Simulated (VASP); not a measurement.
Crystal: ZnO.

```
Zn O
1.0
     3.87303    0.00000    0.00000
     0.00000    3.87303    0.00000
     0.00000    0.00000    5.47729
Zn O
2 2
Direct
  0.00000 0.50000 0.00000
  0.50000 0.00000 0.50000
  0.50000 0.50000 0.25000
  0.50000 0.50000 0.75000
```

This cell differs from its parent crystal: atoms taken out.

| Item | Value |
| --- | --- |
| Program | VASP 6.6.1 |
| Task | relaxation of cell and atoms |
| Functional | PBE |
| Potentials or basis | VASP PAW PBE potentials, release 64 (Zn, O) |
| Cutoff | 600 eV |
| k mesh | 4 × 4 × 4 |
| Occupations | gaussian, width 0.1 eV |
| Spin | no spin polarisation |

At the start: pressure -17.6 GPa; volume 20.54 Å³/atom.

Q: How do energy, volume and symmetry change on relaxing?

A: Over 9 steps the energy falls by 830.4 meV/atom and the volume is 12.51 Å³/atom (-39.1 %); space group P4_2/mmc (No. 131, to 0.1 Å) before and after.

The path:
```tsv
step	energy change (eV)	largest force (eV/Å)	pressure (GPa)	volume (Å³)
1	0.0000	0.0000	-17.60	82.16
2	-2.6817	0.0000	-9.41	58.04
3	-3.0006	0.0000	0.67	51.73
4	-3.0122	0.0000	3.79	50.39
5	-3.3115	0.0000	2.32	49.36
6	-3.3157	0.0000	2.17	49.14
7	-3.3159	0.0000	2.12	49.17
8	-3.3202	0.0000	-1.09	50.50
9	-3.3217	0.0000	-0.08	50.05
```

Final structure:
```xyz
4
Lattice="3.0417 0.0000 0.0000 0.0000 3.0417 0.0000 0.0000 0.0000 5.4098" Properties=species:S:1:pos:R:3 pbc="T T T"
Zn    0.0000    1.5209    0.0000
Zn    1.5209    0.0000    2.7049
O     1.5209    1.5209    1.3524
O     1.5209    1.5209    4.0573
```

Caveat: the k points lie up to 0.52 Å⁻¹ apart in the final cell, too coarse for converged energies and pressures of a metal; the cell differs from its parent crystal (atoms taken out); the volume moved by over 15 % at a fixed basis, so the end points are rough.
